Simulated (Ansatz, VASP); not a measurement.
**Two plane-wave programs on BeS**

Contents of POSCAR:

```
BeS
1.0
    0.0000000000      2.5073354173      2.3758852603
    2.5073354173      0.0000000000      2.3758852603
    2.5073354173      2.5073354173      0.0000000000
Be S
1 1
Direct
    0.0000000000      0.0000000000      0.0000000000
    0.2500000000      0.2500000000      0.2500000000
```

Contents of INCAR.step1:

```
SYSTEM = BeS
  ALGO = Normal
  EDIFF = 1E-4
  ENCUT = 520
  GGA = PE
  ISMEAR = 0
  LASPH = .True.
  LCHARG = .False.
  LREAL = .False.
  LWAVE = .True.
  NBANDS = 11
  NELM = 60
  PREC = Accurate
  SIGMA = 0.01
```

INCAR.step2

```
SYSTEM = BeS
  ALGO = Normal
  EDIFF = 1E-7
  ENCUT = 520
  ISIF = 2
  ISMEAR = 0
  ISTART = 1
  LASPH = .True.
  LCHARG = .False.
  LMIXTAU = .True.
  LREAL = .False.
  LWAVE = .False.
  METAGGA = R2SCAN
  NBANDS = 11
  NELM = 60
  PREC = Accurate
  SIGMA = 0.01
```

The input KPOINTS:

```
k-points
0
Gamma
  10 10 10
  0 0 0
```

Input for Ansatz:

```yaml
crystal:
  lattice:
    - [0.0, 2.5073354173, 2.3758852603]
    - [2.5073354173, 0.0, 2.3758852603]
    - [2.5073354173, 2.5073354173, 0.0]
  atoms:
    - { symbol: Be, position: [0.0, 0.0, 0.0] }
    - { symbol: S, position: [0.25, 0.25, 0.25] }
kpoints:
  mp_grid: { grid: [10, 10, 10] }
  band_path:
    path:
      - [0.0, 0.0, 0.0]
      - [-0.5, -0.5, 0.0]
      - [-0.375, -0.375, 0.25]
      - [-0.375, 0.0, 0.375]
      - [0.0, 0.0, 0.5]
      - [-0.5, -0.25, 0.25]
      - [-0.0375, 0.0, 0.0375]
    npoints: 1
hamiltonian:
  xc: r2scan
scf:
  occupations: { method: fixed }
  n_extra_bands: 4
output:
  forces: true
  stress: true
  eigenvalues: true
```

Change from the starting cell: epitaxial_xy strain +3.0%.

Alike in both runs: task single point; functional r2SCAN; k mesh 10 × 10 × 10; no spin polarisation.

```csv
,VASP,Ansatz
version,VASP 6.6.1,Ansatz 0.2.0
potentials or method,"VASP PAW PBE potentials, release 64 (Be, S)","plane waves, PAW"
plane-wave cutoff (eV),520,500
occupations,"gaussian, width 0.01 eV",fixed
valence electrons in the cell,8,8
```

```csv
,VASP,Ansatz,Ansatz less VASP
gap on the k mesh at the Fermi level (eV),3.25,3.24,-0.011
pressure (GPa),-3.0,-3.2,-0.23
"traceless stress, the component that is largest in VASP (GPa)",3.17,3.21,+0.046
```

VASP's potentials were made for PBE, not for r2SCAN.
